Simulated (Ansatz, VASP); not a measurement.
**Al3GaN4: VASP beside Ansatz**

The input INCAR:

```
PREC     = Accurate       # precision mode
ENCUT    = 520            # plane-wave cutoff, eV
EDIFF    = 1E-6           # SCF threshold, eV
ISMEAR   = 0              # smearing method
SIGMA    = 0.02           # smearing width, eV
LREAL    = F              # projectors in reciprocal space
LASPH    = T              # aspherical terms in the spheres
NELM     = 60             # most SCF steps
ALGO     = Normal         # electronic algorithm
ISIF     = 2              # what is computed and relaxed
LWAVE    = F              # write WAVECAR
LCHARG   = F              # write CHGCAR
GGA      = CA             # functional
NBANDS   = 31             # bands
```

KPOINTS

```
Automatic mesh
0
Gamma
  6 6 6
```

POSCAR

```
Al3GaN4
1.0
    4.3702240539      0.0000000000      0.0000000000
    0.0000000000      4.3702240539      0.0000000000
    0.0000000000      0.0000000000      4.3702240539
Al Ga N
3 1 4
Direct
    0.5000000000      0.5000000000      0.0000000000
    0.5000000000      0.0000000000      0.5000000000
    0.0000000000      0.5000000000      0.5000000000
    0.0000000000      0.0000000000      0.0000000000
    0.7448945398      0.7448945398      0.2551054602
    0.7448945398      0.2551054602      0.7448945398
    0.2551054602      0.7448945398      0.7448945398
    0.2551054602      0.2551054602      0.2551054602
```

Input for Ansatz:

```yaml
crystal:
  lattice:
    - [4.3702240539, 0.0, 0.0]
    - [0.0, 4.3702240539, 0.0]
    - [0.0, 0.0, 4.3702240539]
  atoms:
    - { symbol: Al, position: [0.5, 0.5, 0.0] }
    - { symbol: Al, position: [0.5, 0.0, 0.5] }
    - { symbol: Al, position: [0.0, 0.5, 0.5] }
    - { symbol: Ga, position: [0.0, 0.0, 0.0] }
    - { symbol: "N", position: [0.7448945398, 0.7448945398, 0.2551054602] }
    - { symbol: "N", position: [0.7448945398, 0.2551054602, 0.7448945398] }
    - { symbol: "N", position: [0.2551054602, 0.7448945398, 0.7448945398] }
    - { symbol: "N", position: [0.2551054602, 0.2551054602, 0.2551054602] }
basis:
  ecutwfc: 420
kpoints:
  mp_grid: { grid: [6, 6, 6] }
hamiltonian:
  xc: lda
scf:
  occupations: { method: gaussian, width: 0.02 }
output:
  eigenvalues: true
  states_by_energy: {}
checkpoint:
  read: start.run
  write: ck
  compress: false
  write_wavefunctions: false
  write_every: 100000
```

Alike in both runs: task single point; functional LDA; k mesh 6 × 6 × 6; occupations gaussian, width 0.02 eV; no spin polarisation.

|  | VASP | Ansatz |
| --- | --- | --- |
| version | VASP 6.6.1 | Ansatz 0.2.0 |
| potentials or method | VASP PAW LDA potentials, release 64 (Al, Ga_d, N), cutoff 520 eV | scalar-relativistic, plane waves, PAW |
| valence electrons in the cell | 42 | 42 |

```tsv
	VASP	Ansatz	Ansatz less VASP
gap on the k mesh at the Fermi level (eV)	3.36	3.38	+0.019
least direct gap on the mesh (eV)	3.36	3.38	+0.019
```

LDA's correlation is that of Perdew and Zunger in VASP and of Perdew and Wang (1992) in Ansatz.
